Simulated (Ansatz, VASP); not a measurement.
Si2W in VASP and in Ansatz

```
Si W
1.0
    -1.60690    1.60690    3.91495
     1.60690   -1.60690    3.91495
     1.60690    1.60690   -3.91495
Si W
2 1
Direct
  0.33470 0.33470 0.00000
  0.66530 0.66530 0.00000
  0.00000 0.00000 0.00000
```

Alike in both runs: task single point; functional PBEsol; k mesh 14 × 14 × 14; no spin polarisation.

|  | VASP | Ansatz |
| --- | --- | --- |
| version | VASP 6.6.1 | Ansatz 0.2.0 |
| potentials or method | VASP PAW PBE potentials, release 64 (Si, W_sv), cutoff 520 eV | plane waves, PAW |
| occupations | fermi-dirac, width 0.1 eV | fermi-dirac |
| valence electrons in the cell | 22 | 22 |

Ansatz gave:

| Property | Result |
| --- | --- |
| pressure (GPa) | -1.9 |
| traceless stress, the component that is largest in VASP (GPa) | 0.39 |

Task: What did VASP give for the same quantities?

Result: Pressure (GPa): -1.6; traceless stress, the component that is largest in VASP (GPa): 0.36.

VASP's potentials were made for PBE, not for PBEsol.

Spin-orbit coupling is off throughout.
